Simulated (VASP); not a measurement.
# BN in VASP: further runs

BN is run at these levels: PBEsol; tasks: electric field gradients.

Program: VASP 6.6.1. These are calculated values, not measurements. Logs are shortened: lines on timing, memory, paths and dates and some standing lists are left out, and cuts for length are marked.

### Step 1. The cell of the first run

It takes space group P6_3/mmc (No. 194, hexagonal). The conventional cell has a = 2.470 Å, b = 2.470 Å, c = 6.571 Å, α = 90.00°, β = 90.00°, γ = 120.00°. B (site symmetry -6m2) has 3 N at 1.43 Å within 1.9 Å. Within 1.9 Å of N (site symmetry -6m2) lie 3 B at 1.43 Å.

### Step 2. Electric field gradients, PBEsol (volume scaled by 0.96)

Input file INCAR:

```
PREC     = Accurate       # precision mode
ENCUT    = 520            # plane-wave cutoff, eV
EDIFF    = 1E-8           # SCF threshold, eV
ISMEAR   = -1             # smearing method
SIGMA    = 0.03           # smearing width, eV
LREAL    = False          # projectors in reciprocal space
LASPH    = True           # aspherical terms in the spheres
NELM     = 100            # most SCF steps
ALGO     = Normal         # electronic algorithm
ISIF     = 2              # what is computed and relaxed
LWAVE    = False          # write WAVECAR
LCHARG   = False          # write CHGCAR
GGA      = PS             # functional
LEFG     = True         
NBANDS   = 16             # bands
```

Input file KPOINTS:

```
regular mesh
0
Gamma
  11 11 4
```

Input file POSCAR:

```
BN
1.0
    2.4701498301      0.0000000000      0.0000000000
   -1.2350749151      2.1392125040      0.0000000000
    0.0000000000      0.0000000000      6.5711727478
B N
2 2
Direct
    0.3333333333      0.6666666667      0.2500000000
    0.6666666667      0.3333333333      0.7500000000
    0.3333333333      0.6666666667      0.7500000000
    0.6666666667      0.3333333333      0.2500000000
```

Potentials or basis: VASP PAW PBE potentials, release 64 (B, N).

Launch:

```sh
$ cat potpaw_PBE.64/B/POTCAR potpaw_PBE.64/N/POTCAR > POTCAR
$ mpirun -np 1 vasp_std > vasp.out
```

OUTCAR:

```text
PREC = Accurate
   ENCUT = 520
   EDIFF = 1E-8
   ISMEAR = -1
   LREAL = False
   LASPH = True
   NELM = 100
   ISIF = 2
   GGA = PS

 ion  position               nearest neighbor table
   1  0.333  0.667  0.250-   4 1.43   4 1.43   4 1.43
   2  0.667  0.333  0.750-   3 1.43   3 1.43   3 1.43
   3  0.333  0.667  0.750-   2 1.43   2 1.43   2 1.43
   4  0.667  0.333  0.250-   1 1.43   1 1.43   1 1.43

  LATTYP: Found a hexagonal cell.
 ALAT       =     2.4701498301
 C/A-ratio  =     2.6602324554

  Lattice vectors:

 A1 = (   2.4701498301,   0.0000000000,   0.0000000000)
 A2 = (  -1.2350749151,   2.1392125040,   0.0000000000)
 A3 = (   0.0000000000,   0.0000000000,   6.5711727478)

Analysis of symmetry for initial positions (statically):
=====================================================================
 Subroutine PRICEL returns:
 Original cell was already a primitive cell.

 Routine SETGRP: Setting up the symmetry group for a
 hexagonal supercell.

 Subroutine GETGRP returns: Found 24 space group operations
 (whereof 12 operations were pure point group operations)
 out of a pool of 24 trial point group operations.

The static configuration has the point symmetry D_3d.
 The point group associated with its full space group is D_6h.

Analysis of symmetry for dynamics (positions and initial velocities):
=====================================================================
 Subroutine PRICEL returns:
 Original cell was already a primitive cell.

 Routine SETGRP: Setting up the symmetry group for a
 hexagonal supercell.

 Subroutine GETGRP returns: Found 24 space group operations
 (whereof 12 operations were pure point group operations)
 out of a pool of 24 trial point group operations.

The dynamic configuration has the point symmetry D_3d.
 The point group associated with its full space group is D_6h.

 Subroutine INISYM returns: Found 24 space group operations
 (whereof 12 operations are pure point group operations),
 and found     1 'primitive' translations

----------------------------------------------------------------------------------------

                                     Primitive cell

  volume of cell :      34.7232

  direct lattice vectors                    reciprocal lattice vectors
     2.470149830  0.000000000  0.000000000     0.404833742  0.233730870  0.000000000
    -1.235074915  2.139212504  0.000000000     0.000000000  0.467461740  0.000000000
     0.000000000  0.000000000  6.571172748     0.000000000  0.000000000  0.152179837

  length of vectors
     2.470149830  2.470149830  6.571172748     0.467461740  0.467461740  0.152179837

  position of ions in fractional coordinates (direct lattice)
     0.333333333  0.666666667  0.250000000
     0.666666667  0.333333333  0.750000000
     0.333333333  0.666666667  0.750000000
     0.666666667  0.333333333  0.250000000

  ion indices of the primitive-cell ions
   primitive index   ion index
                 1           1
                 2           2
                 3           3
                 4           4

----------------------------------------------------------------------------------------

 KPOINTS: regular mesh

Automatic generation of k-mesh.
 Grid dimensions read from file:
 generate k-points for:   11   11    4

 Generating k-lattice:

  Cartesian coordinates                     Fractional coordinates (reciprocal lattice)
     0.036803067  0.021248261  0.000000000     0.090909091 -0.000000000  0.000000000
     0.000000000  0.042496522  0.000000000     0.000000000  0.090909091  0.000000000
     0.000000000  0.000000000  0.038044959     0.000000000  0.000000000  0.250000000

  Length of vectors
     0.042496522  0.042496522  0.038044959

  Shift w.r.t. Gamma in fractional coordinates (k-lattice)
     0.000000000  0.000000000  0.000000000

 Subroutine IBZKPT returns following result:
 ===========================================

 Found     48 irreducible k-points:

 Following reciprocal coordinates:
            Coordinates               Weight
  0.000000  0.000000  0.000000      1.000000
  0.090909 -0.000000  0.000000      6.000000
  0.181818 -0.000000  0.000000      6.000000
  0.272727 -0.000000  0.000000      6.000000
  0.363636 -0.000000  0.000000      6.000000
  0.454545 -0.000000  0.000000      6.000000
[... 16 lines left out ...]
  0.090909  0.090909  0.250000     12.000000
  0.181818  0.090909  0.250000     24.000000
 [... further k-points ...]
   k-points           NKPTS =     48   k-points in BZ     NKDIM =     48   number of bands    NBANDS=     16
   number of dos      NEDOS =    301   number of ions     NIONS =      4
   total plane-waves  NPLWV =  16200
   dimension x,y,z NGX =    18 NGY =   18 NGZ =   50
   dimension x,y,z NGXF=    36 NGYF=   36 NGZF=  100
   ions per type =               2   2
   NGX,Y,Z   is equivalent  to a cutoff of  12.11, 12.11, 12.65 a.u.
   NGXF,Y,Z  is equivalent  to a cutoff of  24.23, 24.23, 25.30 a.u.
 SYSTEM =  unknown system
   PREC   = accura    normal or accurate (medium, high low for compatibility)
   ISTART =      0    job   : 0-new  1-cont  2-samecut
   ICHARG =      2    charge: 1-file 2-atom 10-const
   ISPIN  =      1    spin polarized calculation?
   LNONCOLLINEAR =      F non collinear calculations
   LSORBIT =      F    spin-orbit coupling
   LASPH  =      T    aspherical Exc in radial PAW
   ENCUT  =  520.0 eV  38.22 Ry    6.18 a.u.   4.59  4.59 12.22*2*pi/ulx,y,z
   NELM   =    100;   NELMIN=  2; NELMDL= -5     # of ELM steps
   EDIFF  = 0.1E-07   stopping-criterion for ELM
   LREAL  =      F    real-space projection
   EDIFFG = 0.1E-06   stopping-criterion for IOM
   NSW    =      0    number of steps for IOM
   IBRION =     -1    ionic relax: 0-MD 1-quasi-New 2-CG
   NFREE  =      0    steps in history (QN), initial steepest desc. (CG)
   ISIF   =      2    stress and relaxation
   ISYM   =      2    0-nonsym 1-usesym 2-fastsym
   POTIM  = 0.5000    time-step for ionic-motion
   TEBEG  =    0.0;   TEEND  =   0.0 temperature during run
   PSTRESS=    0.0 pullay stress
   NELECT =      16.0000    total number of electrons
   NUPDOWN=      -1.0000    fix difference up-down
   EMIN   =  10.00;   EMAX   =-10.00  energy-range for DOS
   EFERMI =   0.00;   METHOD = LEGACY
   ISMEAR =    -1;   SIGMA  =   0.03  broadening in eV -4-tet -1-fermi 0-gaus
   EFERMI_NEDOS =   21; number of points for ismear=-14 and -15
   IALGO  =     38    algorithm
   IMIX   =      4    mixing-type and parameters
     AMIX     =   0.40;   BMIX     =  1.00
     AMIX_MAG =   1.60;   BMIX_MAG =  1.00
  volume/ion in A,a.u.               =       8.68        58.58
  Fermi-wavevector in a.u.,A,eV,Ry     =   1.264469  2.389500 21.754102  1.598881
  Thomas-Fermi vector in A             =   2.397772
   LORBIT       =      0    0 simple, 1 ext, 2 COOP (PROOUT), +10 PAW based schemes
   GGA     = PS    functional components
   LHFCALC =     F    Hartree Fock is set to
   AEXX    =    0.0000 exact exchange contribution
   IVDW    =     0    specifies the selected vdW correction
   LEPSILON=     F    determine dielectric tensor
   LRPA    =     F    only Hartree local field effects (RPA)
 non-spin polarized calculation
  energy-cutoff  :      520.00
  volume of cell :       34.72
 maximum number of plane-waves:       955
   NGX =  9   NGY =  9   NGZ = 25

 number of electron      15.9999997 magnetization

 Free energy of the ion-electron system (eV)
  ---------------------------------------------------
  ext. energy  EPLUGINS =         0.00000000
  ---------------------------------------------------
  free energy    TOTEN  =       -36.51097638 eV

  energy without entropy =      -36.51097638  energy(sigma->0) =      -36.51097638

 E-fermi :   3.0925     XC(G=0): -10.4580

 val. band max:        2.4806208680   @ k =   0.3636   0.2727   0.0000
 cond. band min:       6.7588158473   @ k =   0.4545   0.0909   0.0000
 fundamental gap:      4.2781949793
 Fermi energy:         3.0925241089

 k-point     1 :       0.0000    0.0000    0.0000
  band No.  band energies     occupation
      1     -15.5646      2.00000
      2     -15.2398      2.00000
      3      -4.0950      2.00000
      4      -1.8323      2.00000
      5       1.1953      2.00000
      6       1.1953      2.00000
[... 433 lines left out ...]
      3      -2.3676      2.00000
      4      -2.2384      2.00000
      5      -2.1438      2.00000
      6      -0.8084      2.00000
[... 8 lines left out ...]
     15      17.7915      0.00000
     16      17.8640      0.00000

 [... further k-points ...]
[... 5 lines left out ...]
  --------------------------------------------------------------------------------------
  -------------------------------------------------------------------------------------
  Total        3.6011684      3.6011684      0.2382512     -0.0000000      0.0000000      0.0000000
  in kB      166.1628387    166.1628387     10.9932387     -0.0000000      0.0000000      0.0000000
  external PRESSURE =     114.4396387 kB  Pullay stress =       0.0000000 kB

 VOLUME and BASIS-vectors are now :
 -----------------------------------------------------------------------------
  energy-cutoff  :      520.00
  volume of cell :       34.72
      direct lattice vectors                 reciprocal lattice vectors
     2.470149830  0.000000000  0.000000000     0.404833742  0.233730870  0.000000000
    -1.235074915  2.139212504  0.000000000     0.000000000  0.467461740  0.000000000
     0.000000000  0.000000000  6.571172748     0.000000000  0.000000000  0.152179837

 POSITION                                       TOTAL-FORCE (eV/Angst)
 -----------------------------------------------------------------------------------
     -0.00000      1.42614      1.64279        -0.000000     -0.000000      0.000000
      1.23507      0.71307      4.92838         0.000000      0.000000      0.000000
     -0.00000      1.42614      4.92838         0.000000      0.000000      0.000000
      1.23507      0.71307      1.64279         0.000000     -0.000000      0.000000
 -----------------------------------------------------------------------------------
    total drift:                               -0.000000      0.000000      0.000000

  FREE ENERGIE OF THE ION-ELECTRON SYSTEM (eV)
  ---------------------------------------------------
  free  energy   TOTEN  =       -36.5109763828 eV

  energy  without entropy=      -36.5109763827  energy(sigma->0) =      -36.51097638

 Electric field gradients (V/A^2)
---------------------------------------------------------------------
 ion       V_xx      V_yy      V_zz      V_xy      V_xz      V_yz
---------------------------------------------------------------------
   1     -17.814   -17.814    35.627     0.000    -0.000    -0.000
   2     -17.814   -17.814    35.627     0.000    -0.000    -0.000
   3      -4.193    -4.195     8.389    -0.002     0.000     0.000
   4      -4.193    -4.195     8.389    -0.002     0.000     0.000
---------------------------------------------------------------------

 Electric field gradients after diagonalization (V/A^2)
 (convention: |V_zz| > |V_xx| > |V_yy|)
----------------------------------------------------------------------
 ion       V_xx      V_yy      V_zz     asymmetry (V_yy - V_xx)/ V_zz
----------------------------------------------------------------------
   1     -17.814   -17.813    35.627       0.000
   2     -17.814   -17.813    35.627       0.000
   3      -4.196    -4.192     8.389       0.000
   4      -4.196    -4.192     8.389       0.000
----------------------------------------------------------------------

           NMR quadrupolar parameters

 Cq : quadrupolar parameter    Cq=e*Q*V_zz/h
 eta: asymmetry parameters     (V_yy - V_xx)/ V_zz
 Q  : nuclear electric quadrupole moment in mb (millibarn)
----------------------------------------------------------------------
 ion       Cq(MHz)       eta       Q (mb)
----------------------------------------------------------------------
   1       0.086       0.000       1.000
   2       0.086       0.000       1.000
   3       0.020       0.000       1.000
   4       0.020       0.000       1.000
----------------------------------------------------------------------
```

Wall time 57 s (1 thread of AMD EPYC 7R13, shared host); peak memory 0.12 GiB.

Results:

* Free energy: -36.5110 eV
* Pressure: 11.4 GPa
* Band gap on the k mesh: 4.28 eV, indirect (least direct gap 4.67 eV)

Stress tensor (GPa, compression positive):
```
16.62  0.00  0.00
 0.00 16.62  0.00
 0.00  0.00  1.10
```

Electric field gradients, principal values (V/Å²):
| atom | least | middle | greatest (by size) |
| --- | --- | --- | --- |
| 1 B | -17.813 | -17.814 | 35.627 |
| 2 B | -17.813 | -17.814 | 35.627 |
| 3 N | -4.192 | -4.196 | 8.389 |
| 4 N | -4.192 | -4.196 | 8.389 |

Caveat: without QUAD_EFG the Cq values of the log hold for a quadrupole moment of 1 mb, not for the nuclei; the PAW data sets were made with another functional, which shifts forces and pressure a little; this functional lacks dispersion, which binds the layers, so the pressure and a relaxed spacing across them are unreliable. A k mesh can miss the band edges.

### Step 3. Electric field gradients, PBEsol (equal xx and yy strain of +2 %)

Input file INCAR:

```
PREC = Accurate
ENCUT = 520
EDIFF = 1E-8
ISMEAR = -1
SIGMA = 0.03
LREAL = False
LASPH = True
NELM = 80
ALGO = Normal
ISIF = 2
LWAVE = False
LCHARG = False
GGA = PS
LEFG = True
NBANDS = 16
```

KPOINTS is that of step 2.

Input file POSCAR:

```
BN
1.0
    2.5540715384      0.0000000000      0.0000000000
   -1.2770357692      2.2118908353      0.0000000000
    0.0000000000      0.0000000000      6.6612000000
B N
2 2
Direct
    0.3333333333      0.6666666667      0.2500000000
    0.6666666667      0.3333333333      0.7500000000
    0.3333333333      0.6666666667      0.7500000000
    0.6666666667      0.3333333333      0.2500000000
```

Potentials or basis: VASP PAW PBE potentials, release 64 (B, N).

Launch:

```sh
$ cat potpaw_PBE.64/B/POTCAR potpaw_PBE.64/N/POTCAR > POTCAR
$ mpirun -np 1 vasp_std > vasp.out
```

OUTCAR:

```text
PREC = Accurate
   ENCUT = 520
   EDIFF = 1E-8
   ISMEAR = -1
   LREAL = False
   LASPH = True
   NELM = 80
   ISIF = 2
   GGA = PS

 ion  position               nearest neighbor table
   1  0.333  0.667  0.250-   4 1.47   4 1.47   4 1.47
   2  0.667  0.333  0.750-   3 1.47   3 1.47   3 1.47
   3  0.333  0.667  0.750-   2 1.47   2 1.47   2 1.47
   4  0.667  0.333  0.250-   1 1.47   1 1.47   1 1.47

  LATTYP: Found a hexagonal cell.
 ALAT       =     2.5540715384
 C/A-ratio  =     2.6080710348

  Lattice vectors:

 A1 = (   2.5540715384,   0.0000000000,   0.0000000000)
 A2 = (  -1.2770357692,   2.2118908353,   0.0000000000)
 A3 = (   0.0000000000,   0.0000000000,   6.6612000000)

Analysis of symmetry for initial positions (statically):
=====================================================================
 Subroutine PRICEL returns:
 Original cell was already a primitive cell.

 Routine SETGRP: Setting up the symmetry group for a
 hexagonal supercell.

 Subroutine GETGRP returns: Found 24 space group operations
[... 657 lines left out ...]
     -0.00000      1.47459      1.66530        -0.000000      0.000000      0.000000
      1.27704      0.73730      4.99590         0.000000     -0.000000      0.000000
     -0.00000      1.47459      4.99590         0.000000     -0.000000      0.000000
      1.27704      0.73730      1.66530        -0.000000      0.000000      0.000000
 -----------------------------------------------------------------------------------
    total drift:                                0.000000     -0.000000      0.000000

  FREE ENERGIE OF THE ION-ELECTRON SYSTEM (eV)
  ---------------------------------------------------
  free  energy   TOTEN  =       -36.4813553327 eV

  energy  without entropy=      -36.4813553327  energy(sigma->0) =      -36.48135533

 Electric field gradients (V/A^2)
---------------------------------------------------------------------
 ion       V_xx      V_yy      V_zz      V_xy      V_xz      V_yz
---------------------------------------------------------------------
   1     -16.654   -16.654    33.309     0.000    -0.000     0.000
   2     -16.654   -16.654    33.309     0.000     0.000    -0.000
   3       1.099     1.098    -2.197    -0.001     0.000    -0.000
   4       1.099     1.098    -2.197    -0.001    -0.000     0.000
---------------------------------------------------------------------

 Electric field gradients after diagonalization (V/A^2)
 (convention: |V_zz| > |V_xx| > |V_yy|)
----------------------------------------------------------------------
 ion       V_xx      V_yy      V_zz     asymmetry (V_yy - V_xx)/ V_zz
----------------------------------------------------------------------
   1     -16.655   -16.654    33.309       0.000
   2     -16.655   -16.654    33.309       0.000
   3       1.100     1.097    -2.197       0.001
   4       1.100     1.097    -2.197       0.001
----------------------------------------------------------------------

           NMR quadrupolar parameters

 Cq : quadrupolar parameter    Cq=e*Q*V_zz/h
 eta: asymmetry parameters     (V_yy - V_xx)/ V_zz
 Q  : nuclear electric quadrupole moment in mb (millibarn)
----------------------------------------------------------------------
 ion       Cq(MHz)       eta       Q (mb)
----------------------------------------------------------------------
   1       0.081       0.000       1.000
   2       0.081       0.000       1.000
   3      -0.005       0.001       1.000
   4      -0.005       0.001       1.000
----------------------------------------------------------------------
```

Wall time 31 s (1 thread of Intel Xeon 6975P-C, shared host); peak memory 0.16 GiB.

Results:

```
Free energy            : -36.4814 eV
Pressure               : -12.4 GPa
Band gap on the k mesh : 4.13 eV, indirect (least direct gap 4.45 eV)
```

Levels at points of the mesh, in eV from the valence-band top:
| k point | band 4 | band 5 | band 6 | band 7 | band 8 | band 9 | band 10 | band 11 | band 12 | band 13 |
| --- | --- | --- | --- | --- | --- | --- | --- | --- | --- | --- |
| (0.00, 0.00, 0.00) | -3.84 | -1.40 | -1.40 | -1.36 | -1.36 | 4.99 | 9.90 | 10.99 | 10.99 | 11.12 |
| (0.00, 0.00, 0.50) | -5.06 | -1.38 | -1.38 | -1.38 | -1.38 | 7.30 | 7.30 | 11.05 | 11.05 | 11.05 |

Electric field gradients, principal values (V/Å²):
```csv
atom,least,middle,greatest (by size)
1 B,-16.654,-16.655,33.309
2 B,-16.654,-16.655,33.309
3 N,1.097,1.100,-2.197
4 N,1.097,1.100,-2.197
```

Caveat: the cell differs from its parent crystal (equal xx and yy strain of +2 %); without QUAD_EFG the Cq values of the log hold for a quadrupole moment of 1 mb, not for the nuclei; the PAW data sets were made with another functional, which shifts forces and pressure a little; this functional lacks dispersion, which binds the layers, so the pressure and a relaxed spacing across them are unreliable.

[end of part 1 of 3]
